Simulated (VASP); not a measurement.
A run of VASP 6.6.1 is set up as follows.

The input INCAR:

```
SYSTEM = Na
PREC = Accurate
ENCUT = 520
EDIFF = 1E-8
ISMEAR = -1
SIGMA = 0.05
LREAL = .FALSE.
LASPH = .TRUE.
NELM = 100
ALGO = Normal
ISIF = 2
LWAVE = .FALSE.
LCHARG = .FALSE.
GGA = PE
LEFG = .TRUE.
NBANDS = 14
```

The input KPOINTS:

```
Automatic mesh
0
G
  13 13 7
  0 0 0
```

POSCAR

```
Na
1.0
    3.7670009976      0.0000000000      0.0000000000
   -1.8835004988      3.2623185600      0.0000000000
    0.0000000000      0.0000000000      6.3386200000
Na
2
Direct
    0.3333333333      0.6666666667      0.2500000000
    0.6666666667      0.3333333333      0.7500000000
```

Potentials or basis: VASP PAW PBE potentials, release 64 (Na_pv).

The run is started by

```bash
$ cat potpaw_PBE.64/Na_pv/POTCAR > POTCAR
$ mpirun -np 1 vasp_std > vasp.out
```

Task: Estimate the pressure.

Result: -0.4 GPa.

Task: Predict the band gap on the k mesh.

Result: Zero (bands 7 and 8 overlap by 3.37 eV).

Stress tensor (GPa, compression positive):
```
-0.29  0.00  0.00
 0.00 -0.29  0.00
 0.00  0.00 -0.48
```

Caveat: the cell differs from its parent crystal (zz strain of +3 %); without QUAD_EFG the Cq values of the log hold for a quadrupole moment of 1 mb, not for the nuclei.
